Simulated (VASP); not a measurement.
# BaCu3 (Pm-3m) in VASP: a series of runs

BaCu3 is run at these levels: PBE; tasks: relaxation of cell and atoms, single point.

All numbers are computed with VASP 6.6.1; they aren't measurements. Logs are shortened: lines on timing, memory, paths and dates and some standing lists are left out, and cuts for length are marked.

### 1 The cell of the first run

Symmetry: Pm-3m, No. 221, cubic system. The conventional cell has a = 4.204 Å, b = 4.204 Å, c = 4.204 Å, α = 90.00°, β = 90.00°, γ = 90.00°. Within 3.9 Å of Ba (site symmetry m-3m) lie 12 Cu at 2.97 Å. Within 3.9 Å of Cu (site symmetry 4/mmm) lie 4 Ba at 2.97 Å and 8 Cu at 2.97 Å.

### 2 Relaxation of cell and atoms, PBE

Input file INCAR:

```
ALGO = Fast
EDIFF = 1E-7
EDIFFG = -0.04
ENCUT = 600
GGA = PE
IBRION = 2
ISIF = 3
ISMEAR = 0
LASPH = T
LCHARG = F
LREAL = F
LWAVE = F
NELM = 100
NSW = 90
PREC = Accurate
SIGMA = 0.1
```

Input file KPOINTS:

```
k-points
0
Gamma
  4 4 4
```

Input file POSCAR:

```
BaCu3
1.0
    4.2035369719      0.0000000000      0.0000000000
    0.0000000000      4.2035369719      0.0000000000
    0.0000000000      0.0000000000      4.2035369719
Ba Cu
1 3
Direct
    0.0000000000      0.0000000000      0.0000000000
    0.0000000000      0.5000000000      0.5000000000
    0.5000000000      0.0000000000      0.5000000000
    0.5000000000      0.5000000000      0.0000000000
```

Potentials or basis: VASP PAW PBE potentials, release 64 (Ba_sv, Cu).

On the command line:

```sh
$ cat potpaw_PBE.64/Ba_sv/POTCAR potpaw_PBE.64/Cu/POTCAR > POTCAR
$ mpirun -np 1 vasp_std > vasp.out
```

OUTCAR:

```text
EDIFF = 1E-7
   EDIFFG = -0.04
   ENCUT = 600
   GGA = PE
   IBRION = 2
   ISIF = 3
   ISMEAR = 0
   LASPH = T
   LREAL = F
   NELM = 100
   NSW = 90
   PREC = Accurate

 ion  position               nearest neighbor table
   1  0.000  0.000  0.000-   2 2.97   3 2.97   4 2.97   2 2.97   3 2.97   2 2.97   4 2.97   2 2.97
                             3 2.97   4 2.97   3 2.97   4 2.97
   2  0.000  0.500  0.500-   1 2.97   1 2.97   1 2.97   1 2.97
   3  0.500  0.000  0.500-   1 2.97   1 2.97   1 2.97   1 2.97
   4  0.500  0.500  0.000-   1 2.97   1 2.97   1 2.97   1 2.97

  LATTYP: Found a simple cubic cell.
 ALAT       =     4.2035369719

  Lattice vectors:

 A1 = (   4.2035369719,   0.0000000000,   0.0000000000)
 A2 = (   0.0000000000,   4.2035369719,   0.0000000000)
 A3 = (   0.0000000000,   0.0000000000,   4.2035369719)

Analysis of symmetry for initial positions (statically):
=====================================================================
 Subroutine PRICEL returns:
 Original cell was already a primitive cell.

 Routine SETGRP: Setting up the symmetry group for a
 simple cubic supercell.

 Subroutine GETGRP returns: Found 48 space group operations
 (whereof 48 operations were pure point group operations)
 out of a pool of 48 trial point group operations.

The static configuration has the point symmetry O_h .

Analysis of symmetry for dynamics (positions and initial velocities):
=====================================================================
 Subroutine PRICEL returns:
 Original cell was already a primitive cell.

 Routine SETGRP: Setting up the symmetry group for a
 simple cubic supercell.

 Subroutine GETGRP returns: Found 48 space group operations
 (whereof 48 operations were pure point group operations)
 out of a pool of 48 trial point group operations.

The dynamic configuration has the point symmetry O_h .

 Subroutine INISYM returns: Found 48 space group operations
 (whereof 48 operations are pure point group operations),
 and found     1 'primitive' translations

----------------------------------------------------------------------------------------

                                     Primitive cell

  volume of cell :      74.2753

  direct lattice vectors                    reciprocal lattice vectors
     4.203536972  0.000000000  0.000000000     0.237894898  0.000000000  0.000000000
     0.000000000  4.203536972  0.000000000     0.000000000  0.237894898  0.000000000
     0.000000000  0.000000000  4.203536972     0.000000000  0.000000000  0.237894898
[... 79 lines left out ...]
   ISIF   =      3    stress and relaxation
   ISYM   =      2    0-nonsym 1-usesym 2-fastsym
   POTIM  = 0.5000    time-step for ionic-motion
   TEBEG  =    0.0;   TEEND  =   0.0 temperature during run
   PSTRESS=    0.0 pullay stress
   NELECT =      43.0000    total number of electrons
   NUPDOWN=      -1.0000    fix difference up-down
   EMIN   =  10.00;   EMAX   =-10.00  energy-range for DOS
   EFERMI =   0.00;   METHOD = LEGACY
   ISMEAR =     0;   SIGMA  =   0.10  broadening in eV -4-tet -1-fermi 0-gaus
   EFERMI_NEDOS =   21; number of points for ismear=-14 and -15
   IALGO  =     68    algorithm
   IMIX   =      4    mixing-type and parameters
     AMIX     =   0.40;   BMIX     =  1.00
     AMIX_MAG =   1.60;   BMIX_MAG =  1.00
  volume/ion in A,a.u.               =      18.57       125.31
  Fermi-wavevector in a.u.,A,eV,Ry     =   1.364424  2.578388 25.329336  1.861654
  Thomas-Fermi vector in A             =   2.490741
   LORBIT       =      0    0 simple, 1 ext, 2 COOP (PROOUT), +10 PAW based schemes
   GGA     = PE    functional components
   LHFCALC =     F    Hartree Fock is set to
   AEXX    =    0.0000 exact exchange contribution
   IVDW    =     0    specifies the selected vdW correction
   LEPSILON=     F    determine dielectric tensor
   LRPA    =     F    only Hartree local field effects (RPA)
 conjugate gradient relaxation of ions
 non-spin polarized calculation
 RMM-DIIS sequential band-by-band and
 Gauss-broadening in eV      SIGMA  =   0.10
  energy-cutoff  :      600.00
  volume of cell :       74.28
 maximum number of plane-waves:      2517
 NGX is ok and might be reduce to    36
   NGX = 17   NGY = 17   NGZ = 17

--------------------------------------- Ionic step        1  -------------------------------------------

 number of electron      43.0000028 magnetization

 Free energy of the ion-electron system (eV)
  ---------------------------------------------------
  ext. energy  EPLUGINS =         0.00000000
  ---------------------------------------------------
  free energy    TOTEN  =       -10.47574952 eV

  energy without entropy =      -10.44402802  energy(sigma->0) =      -10.45988877

------------------------ aborting loop because EDIFF is reached ----------------------------------------

  FORCE on cell =-STRESS in cart. coord.  units (eV):
  Direction    XX          YY          ZZ          XY          YZ          ZX
  --------------------------------------------------------------------------------------
  -------------------------------------------------------------------------------------
  Total        4.0016013      4.0016013      4.0016013      0.0000000     -0.0000000     -0.0000000
  in kB       86.3176842     86.3176842     86.3176842      0.0000000     -0.0000000     -0.0000000
  external PRESSURE =      86.3176842 kB  Pullay stress =       0.0000000 kB
[... 25 lines left out ...]
--------------------------------------- Ionic step        2  -------------------------------------------

 number of electron      43.0000006 magnetization

 E-fermi :   3.8526     XC(G=0): -10.2459

 val. band max:        3.8429032043   @ k =   0.2500   0.2500   0.2500
 cond. band min:       3.9995794970   @ k =   0.2500   0.2500   0.2500
 fundamental gap:      0.1566762927
 Fermi energy:         3.8526042713

 k-point     1 :       0.0000    0.0000    0.0000
  band No.  band energies     occupation
      1     -23.3422      2.00000
      2      -8.6214      2.00000
      3      -8.6214      2.00000
      4      -8.6214      2.00000
      5      -1.6712      2.00000
      6       0.4909      2.00000
[... 344 lines left out ...]
--------------------------------------- Ionic step        4  -------------------------------------------

 number of electron      43.0000067 magnetization

 Free energy of the ion-electron system (eV)
  ---------------------------------------------------
  ext. energy  EPLUGINS =         0.00000000
  ---------------------------------------------------
  free energy    TOTEN  =       -10.86471564 eV

  energy without entropy =      -10.83461404  energy(sigma->0) =      -10.84966484

 E-fermi :   3.4234     XC(G=0):  -9.9841

 val. band max:        3.4082258189   @ k =   0.5000   0.2500   0.2500
 cond. band min:       3.6601637736   @ k =   0.5000   0.2500   0.0000
 fundamental gap:      0.2519379547
 Fermi energy:         3.4233752126

 k-point     1 :       0.0000    0.0000    0.0000
  band No.  band energies     occupation
      1     -23.8034      2.00000
      2      -9.0673      2.00000
      3      -9.0673      2.00000
      4      -9.0673      2.00000
      5      -1.8758      2.00000
      6       0.3050      2.00000
[... 300 lines left out ...]
  FREE ENERGIE OF THE ION-ELECTRON SYSTEM (eV)
  ---------------------------------------------------
  free  energy   TOTEN  =       -10.8647156397 eV

  energy  without entropy=      -10.8346140381  energy(sigma->0) =      -10.84966484

 reached required accuracy - stopping structural energy minimisation
```

Run time: 2.7 min. Hardware: 1 thread of Intel Xeon Platinum 8375C at 2.90GHz (Ice Lake), shared host; peak memory 0.22 GiB.

What came out:

```
Free energy                           : -10.8647 eV
Relaxed volume                        : 22.61 Å³/atom
Relaxed cell                          : a = 4.488 Å, b = 4.488 Å, c = 4.488 Å, α = 90.00°, β = 90.00°, γ = 90.00°
Space group after relaxing (to 0.1 Å) : Pm-3m (No. 221)
Energy gained by relaxing             : 97.2 meV/atom
Ionic steps                           : 4
Pressure after relaxing               : 0.0 GPa
Band gap on the k mesh                : zero (an odd number of electrons rules out a gap without spin polarisation)
```

Step by step:
```csv
step,energy change (eV),largest force (eV/Å),pressure (GPa),volume (Å³)
1,0.0000,0.0000,8.63,74.28
2,-0.3594,0.0000,2.06,85.56
3,-0.3879,0.0000,-0.36,91.34
4,-0.3890,0.0000,-0.02,90.42
```

Final structure:
```xyz
4
Lattice="4.4884 0.0000 0.0000 0.0000 4.4884 0.0000 0.0000 0.0000 4.4884" Properties=species:S:1:pos:R:3 pbc="T T T"
Ba    0.0000    0.0000    0.0000
Cu    0.0000    2.2442    2.2442
Cu    2.2442    0.0000    2.2442
Cu    2.2442    2.2442    0.0000
```

Levels at points of the mesh, in eV from the Fermi level:
```tsv
k point	band 19	band 20	band 21	band 22	band 23	band 24	band 25
(0.00, 0.00, 0.00)	-1.59	-1.59	0.86	0.86	2.56	2.56	2.56
(0.50, 0.00, 0.00)	-1.83	-1.76	-1.59	1.35	1.38	1.38	2.89
(0.50, 0.50, 0.00)	-1.91	-1.85	-0.60	-0.23	-0.23	2.28	2.28
(0.50, 0.50, 0.50)	-1.69	-0.32	-0.32	-0.32	-0.07	2.17	2.17
```

Caveat: the k points lie up to 0.35 Å⁻¹ apart in the final cell, too coarse for converged energies and pressures of a metal; the volume moved by over 15 % at a fixed basis, so the end points are rough; spin-orbit coupling is left out, which moves the levels of the heavy elements.

### 3 Single point, PBE

This run uses another cell than the first one, of 22.04 Å³/atom.

Input file INCAR:

```
  ALGO = Fast
  EDIFF = 1E-6
  ENCUT = 520
  GGA = PE
  ISIF = 2
  ISMEAR = 0
  LASPH = T
  LCHARG = T
  LELF = T
  LREAL = F
  LVHAR = T
  LWAVE = F
  NBANDS = 30
  NELM = 80
  PREC = Accurate
  SIGMA = 0.1
```

Input file KPOINTS:

```
k-points
0
Gamma
  10 10 10
```

Input file POSCAR:

```
BaCu3
1.0
    4.4508066781      0.0000000000      0.0000000000
    0.0000000000      4.4508066781      0.0000000000
    0.0000000000      0.0000000000      4.4508066781
Ba Cu
1 3
Direct
    0.0000000000      0.0000000000      0.0000000000
    0.0000000000      0.5000000000      0.5000000000
    0.5000000000      0.0000000000      0.5000000000
    0.5000000000      0.5000000000      0.0000000000
```

Potentials or basis: VASP PAW PBE potentials, release 64 (Ba_sv, Cu).

On the command line:

```sh
$ cat potpaw_PBE.64/Ba_sv/POTCAR potpaw_PBE.64/Cu/POTCAR > POTCAR
$ mpirun -np 1 vasp_std > vasp.out
```

It took 3.3 min on 1 thread of Intel Xeon Platinum 8375C at 2.90GHz (Ice Lake), shared host; peak memory 0.29 GiB.

The run converged. Its results:

* Free energy: -10.9751 eV
* Pressure: 0.7 GPa
* Band gap on the k mesh: zero (an odd number of electrons rules out a gap without spin polarisation)

Levels at points of the mesh, in eV from the Fermi level:
```tsv
k point	band 20	band 21	band 22	band 23	band 24	band 25
(0.00, 0.00, 0.00)	-1.71	0.78	0.78	2.48	2.48	2.48
(0.50, 0.00, 0.00)	-1.90	-1.71	1.23	1.26	1.26	2.87
(0.50, 0.50, 0.00)	-1.99	-0.75	-0.29	-0.29	2.18	2.18
(0.50, 0.50, 0.50)	-0.41	-0.41	-0.41	-0.24	2.14	2.14
```

Caveat: spin-orbit coupling is left out, which moves the levels of the heavy elements.

### 4 Relaxation of cell and atoms, PBE

This run uses another cell than the first one, of 22.00 Å³/atom.

Input file INCAR:

```
SYSTEM = BaCu3
  PREC = Accurate
  ENCUT = 600
  EDIFF = 1E-6
  ISMEAR = 0
  SIGMA = 0.1
  LREAL = .FALSE.
  LASPH = .TRUE.
  NELM = 60
  ALGO = Fast
  ISIF = 3
  LWAVE = .FALSE.
  LCHARG = .FALSE.
  GGA = PE
  IBRION = 2
  NSW = 100
  EDIFFG = -0.01
```

Input file KPOINTS:

```
Automatic mesh
0
G
  10 10 10
  0 0 0
```

Input file POSCAR:

```
BaCu3
1.0
    4.4480391564      0.0000000000      0.0000000000
    0.0000000000      4.4480391564      0.0000000000
    0.0000000000      0.0000000000      4.4480391564
Ba Cu
1 3
Direct
    0.0000000000      0.0000000000      0.0000000000
    0.0000000000      0.5000000000      0.5000000000
    0.5000000000      0.0000000000      0.5000000000
    0.5000000000      0.5000000000      0.0000000000
```

On the command line:

```sh
$ cat potpaw_PBE.64/Ba_sv/POTCAR potpaw_PBE.64/Cu/POTCAR > POTCAR
$ mpirun -np 1 vasp_std > vasp.out
```

Run time: 11 min. Hardware: 1 thread of Intel Xeon Platinum 8375C at 2.90GHz (Ice Lake), shared host; peak memory 0.32 GiB.

It converged, with:

- Free energy: -10.9802 eV
- Relaxed volume: 22.59 Å³/atom
- Relaxed cell: a = 4.487 Å, b = 4.487 Å, c = 4.487 Å, α = 90.00°, β = 90.00°, γ = 90.00°
- Space group after relaxing (to 0.1 Å): Pm-3m (No. 221)
- Energy gained by relaxing: 1.5 meV/atom
- Ionic steps: 7
- Pressure after relaxing: 0.0 GPa
- Band gap on the k mesh: zero (an odd number of electrons rules out a gap without spin polarisation)

The path:
```csv
step,energy change (eV),largest force (eV/Å),pressure (GPa),volume (Å³)
1,0.0000,0.0000,0.95,88.00
2,-0.0057,0.0000,0.19,89.67
3,-0.0060,0.0000,-0.12,90.22
4,-0.0059,0.0000,0.20,90.00
5,-0.0060,0.0000,0.22,90.14
6,-0.0060,0.0000,0.12,90.25
7,-0.0060,0.0000,-0.02,90.37
```

Final structure:
```cif
data_structure
_symmetry_space_group_name_H-M 'P 1'
_symmetry_Int_Tables_number 1
_cell_length_a 4.4875
_cell_length_b 4.4875
_cell_length_c 4.4875
_cell_angle_alpha 90.000
_cell_angle_beta 90.000
_cell_angle_gamma 90.000
_cell_volume 90.37
loop_
_atom_site_label
_atom_site_type_symbol
_atom_site_fract_x
_atom_site_fract_y
_atom_site_fract_z
_atom_site_occupancy
Ba1 Ba 0.00000 0.00000 0.00000 1
Cu1 Cu 0.00000 0.50000 0.50000 1
Cu2 Cu 0.50000 0.00000 0.50000 1
Cu3 Cu 0.50000 0.50000 0.00000 1
```

Levels at points of the mesh, in eV from the Fermi level:
```csv
k point,band 18,band 19,band 20,band 21,band 22,band 23,band 24,band 25
"(0.00, 0.00, 0.00)",-1.67,-1.67,-1.67,0.77,0.77,2.46,2.46,2.46
"(0.50, 0.00, 0.00)",-1.96,-1.91,-1.84,-1.67,1.26,1.29,1.29,2.79
"(0.50, 0.50, 0.00)",-1.99,-1.99,-1.93,-0.70,-0.32,-0.32,2.19,2.19
"(0.50, 0.50, 0.50)",-1.77,-1.77,-0.40,-0.40,-0.40,-0.16,2.08,2.08
```

Caveat: spin-orbit coupling is left out, which moves the levels of the heavy elements.

### 5 Overview

```tsv
task	cell	k mesh	cutoff (eV)	gap on the mesh (eV)	pressure (GPa)	relaxed volume (Å³/atom)
relaxation of cell and atoms	relaxed from a = 4.204 Å, 4 atoms	4 × 4 × 4	600	none	0.0	22.61
single point	a = 4.451 Å, 4 atoms	10 × 10 × 10	520	none	0.7	-
relaxation of cell and atoms	relaxed from a = 4.448 Å, 4 atoms	10 × 10 × 10	600	none	0.0	22.59
```

Alike in all rows: level PBE; potentials or basis VASP PAW PBE potentials, release 64 (Ba_sv, Cu); no spin polarisation; smearing gaussian 0.1 eV.

Caveats: some runs use coarse meshes; spin-orbit coupling is left out, which moves the levels of the heavy elements; the volume moved by over 15 % at a fixed basis, so the end points are rough (at least some runs).

Absolute energies hang on the potentials; compare differences alone.
